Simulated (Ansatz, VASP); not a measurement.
# One calculation of O, two programs

```
O
1.0
     2.57796    0.00000    0.00000
    -1.28898    2.23258    0.00000
     0.00000    0.00000    6.61854
O
4
Direct
  0.33333 0.66667 0.16100
  0.66667 0.33333 0.66100
  0.33333 0.66667 0.33900
  0.66667 0.33333 0.83900
```

Change from the starting cell: volume scaled by 1.02, crystal datasets.

Alike in both runs: task electric field gradients; functional PBEsol; k mesh 13 × 13 × 5; occupations fermi-dirac, width 0.03 eV; no spin polarisation.

|  | VASP | Ansatz |
| --- | --- | --- |
| version | VASP 6.6.1 | Ansatz 0.2.0 |
| potentials or method | VASP PAW PBE potentials, release 64 (O), cutoff 520 eV | all-electron PAW with datasets made for the crystal, scalar-relativistic |

|  | VASP | Ansatz | Ansatz less VASP |
| --- | --- | --- | --- |
| pressure (GPa) | 13.1 | 8.0 | -5.17 |
| traceless stress, the component that is largest in VASP (GPa) | 38.69 | 27.37 | -11.327 |
| rms of the force components (eV/Å) | 2.207 | 1.204 | -1.0029 |
| size of Vzz on the site where it differs most (V/Å²) | 113.2 | 106.5 | -6.70 |

VASP's potentials were made for PBE, not for PBEsol. Atom by atom the forces differ by 1.003 eV/Å (rms over components). Ansatz ran all-electron here, and VASP with PAW potentials.

Noted on VASP's run: the standard files for N, O and F lose accuracy on very short bonds; spin is off for a triplet molecule.
